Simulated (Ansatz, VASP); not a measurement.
**Two plane-wave programs on Ca**

Contents of INCAR:

```
SYSTEM = Ca
PREC = Accurate ; ENCUT = 520
EDIFF = 1E-6 ; ISMEAR = 0
SIGMA = 0.15 ; LREAL = .FALSE.
LASPH = .TRUE. ; NELM = 60
ALGO = Fast ; ISIF = 2
LWAVE = .FALSE. ; LCHARG = .FALSE.
GGA = PS ; NBANDS = 11
```

KPOINTS

```
regular mesh
0
G
  16 16 16
  0 0 0
```

The input POSCAR:

```
Ca
1.0
    0.0000000000      2.9497452678      2.5072834777
    2.9497452678      0.0000000000      2.5072834777
    2.9497452678      2.9497452678      0.0000000000
Ca
1
Direct
    0.0000000000      0.0000000000      0.0000000000
```

Input for Ansatz:

```yaml
crystal:
  lattice:
    - [0.0, 2.9497452678, 2.5072834777]
    - [2.9497452678, 0.0, 2.5072834777]
    - [2.9497452678, 2.9497452678, 0.0]
  atoms:
    - { symbol: Ca, position: [0.0, 0.0, 0.0] }
basis:
  ecutwfc: 420
kpoints:
  mp_grid: { grid: [16, 16, 16] }
hamiltonian:
  xc: pbesol
scf:
  occupations: { method: gaussian, width: 0.15 }
output:
  forces: true
  stress: true
  eigenvalues: true
```

Alike in both runs: task single point; functional PBEsol; k mesh 16 × 16 × 16; occupations gaussian, width 0.15 eV; no spin polarisation.

|  | VASP | Ansatz |
| --- | --- | --- |
| version | VASP 6.6.1 | Ansatz 0.2.0 |
| potentials or method | VASP PAW PBE potentials, release 64 (Ca_sv), cutoff 520 eV | scalar-relativistic, plane waves, PAW |
| valence electrons in the cell | 10 | 10 |

VASP gave:

- gap on the k mesh at the Fermi level (eV): none
- pressure (GPa): -1.1
- traceless stress, the component that is largest in VASP (GPa): 0.24

Which values does Ansatz return?

gap on the k mesh at the Fermi level (eV): none; pressure (GPa): -1.2; traceless stress, the component that is largest in VASP (GPa): 0.24.

VASP's potentials were made for PBE, not for PBEsol. A gap of «none» marks a metal or a gap that the smearing closes. With one functional, cell and mesh, what is left measures potentials, basis and numerics.
